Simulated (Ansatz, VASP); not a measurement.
**Au: VASP beside Ansatz**

```
CELL_PARAMETERS angstrom
2.93153 0.00000 0.00000
-1.46577 2.53878 0.00000
0.00000 0.00000 9.66415
ATOMIC_POSITIONS crystal
Au 0.00000 0.00000 0.00000
Au 0.00000 0.00000 0.50000
Au 0.33333 0.66667 0.75000
Au 0.66667 0.33333 0.25000
```

Alike in both runs: functional PBE; k mesh 18 × 18 × 6; occupations gaussian, width 0.1 eV; no spin polarisation.

Ansatz relaxed the structure, and its values are those at the end. VASP's run is a single point on that final structure, the one shown.

|  | VASP | Ansatz |
| --- | --- | --- |
| version | VASP 6.6.1 | Ansatz 0.2.0 |
| potentials or method | VASP PAW PBE potentials, release 64 (Au), cutoff 520 eV | scalar-relativistic, plane waves, PAW |
| valence electrons in the cell | 44 | 76 |

|  | VASP | Ansatz | Ansatz less VASP |
| --- | --- | --- | --- |
| gap on the k mesh at the Fermi level (eV) | none | none | - |
| pressure (GPa) | -0.3 | 0.0 | +0.26 |

A gap of «none» marks a metal or a gap that the smearing closes. VASP's potentials hold 44 valence electrons a cell and Ansatz's 76, so a difference there can come from the potentials and not from the codes.

Neither program's run includes spin-orbit coupling.
